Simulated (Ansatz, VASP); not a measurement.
Two plane-wave programs on ZnSe

Contents of INCAR:

```
PREC = Accurate ; ENCUT = 520
EDIFF = 1E-6 ; ISMEAR = 0
SIGMA = 0.05 ; LREAL = False
LASPH = True ; NELM = 60
ALGO = Normal ; ISIF = 2
LWAVE = False ; LCHARG = False
NBANDS = 26
```

KPOINTS

```
regular mesh
0
Gamma
  8 8 6
```

Contents of POSCAR:

```
ZnSe
1.0
    3.9827722569      0.0000000000      0.0000000000
    0.0000000000      3.9827722569      0.0000000000
    0.0000000000      0.0000000000      5.2564395555
Zn Se
2 2
Direct
    0.0000000000      0.0000000000      0.0000000000
    0.5000000000      0.5000000000      0.0000000000
    0.0000000000      0.5000000000      0.2984995820
    0.5000000000      0.0000000000      0.7015004180
```

Input for Ansatz:

```yaml
crystal:
  lattice:
    - [3.9827722569, 0.0, 0.0]
    - [0.0, 3.9827722569, 0.0]
    - [0.0, 0.0, 5.2564395555]
  atoms:
    - { symbol: Zn, position: [0.0, 0.0, 0.0] }
    - { symbol: Zn, position: [0.5, 0.5, 0.0] }
    - { symbol: Se, position: [0.0, 0.5, 0.298499582] }
    - { symbol: Se, position: [0.5, 0.0, 0.701500418] }
basis:
  ecutwfc: 520.0
kpoints:
  mp_grid: { grid: [8, 8, 6] }
hamiltonian:
  xc: lda
scf:
  occupations: { method: gaussian, width: 0.05 }
output:
  forces: true
  stress: true
  eigenvalues: true
```

Alike in both runs: task single point; functional LDA; k mesh 8 × 8 × 6; occupations gaussian, width 0.05 eV; no spin polarisation.

|  | VASP | Ansatz |
| --- | --- | --- |
| version | VASP 6.6.1 | Ansatz 0.2.0 |
| potentials or method | VASP PAW LDA potentials, release 64 (Zn, Se), cutoff 520 eV | scalar-relativistic, plane waves, PAW |
| valence electrons in the cell | 36 | 56 |

|  | VASP | Ansatz | Ansatz less VASP |
| --- | --- | --- | --- |
| gap on the k mesh at the Fermi level (eV) | 1.20 | 1.18 | -0.021 |
| least direct gap on the mesh (eV) | 1.20 | 1.18 | -0.021 |
| pressure (GPa) | -3.1 | -3.5 | -0.34 |
| traceless stress, the component that is largest in VASP (GPa) | -1.64 | -1.64 | 0.000 |
| rms of the force components (eV/Å) | 0.388 | 0.409 | +0.0212 |

LDA's correlation is that of Perdew and Zunger in VASP and of Perdew and Wang (1992) in Ansatz. Atom by atom the forces differ by 0.021 eV/Å (rms over components). VASP's potentials hold 36 valence electrons a cell and Ansatz's 56, so a difference there can come from the potentials and not from the codes.
